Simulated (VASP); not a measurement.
## Ca: single point with PBEsol

Crystal: Ca.

```
Ca
1.0
     2.61500    0.00000    0.00000
     0.00000    2.61500    0.00000
     0.00000    0.00000    2.61500
Ca
1
Direct
  0.00000 0.00000 0.00000
```

```yaml
Program: VASP 6.6.1
Task: single point
Functional: PBEsol
Potentials_or_basis: VASP PAW PBE potentials, release 64 (Ca_sv)
Cutoff: 500 eV
k_mesh: 11 × 11 × 11
Occupations: methfessel-paxton, width 0.05 eV
Spin: no spin polarisation
Dipole_correction: no
Further_INCAR_settings: ALGO = Normal; EDIFF = 1e-06; NBANDS = 11
```

```json
{"Pressure": "39.7 GPa", "Band gap on the k mesh": "zero (band 5 reaches 6.49 eV, above the bottom of band 6 at 5.95 eV)"}
```

Levels at points of the mesh, in eV from the Fermi level:
| k point | band 1 | band 2 | band 3 | band 4 | band 5 | band 6 | band 7 | band 8 | band 9 | band 10 |
| --- | --- | --- | --- | --- | --- | --- | --- | --- | --- | --- |
| (0.00, 0.00, 0.00) | -41.39 | -21.07 | -21.07 | -21.07 | -4.26 | -0.07 | -0.07 | 7.90 | 7.90 | 7.90 |

Run time: 4.1 s on 1 thread of Intel(R) Xeon(R) 6975P-C (Granite Rapids), on a shared host, peak memory 0.12 GiB.

Caveat: the PAW data sets were made with another functional, which shifts forces and pressure a little.
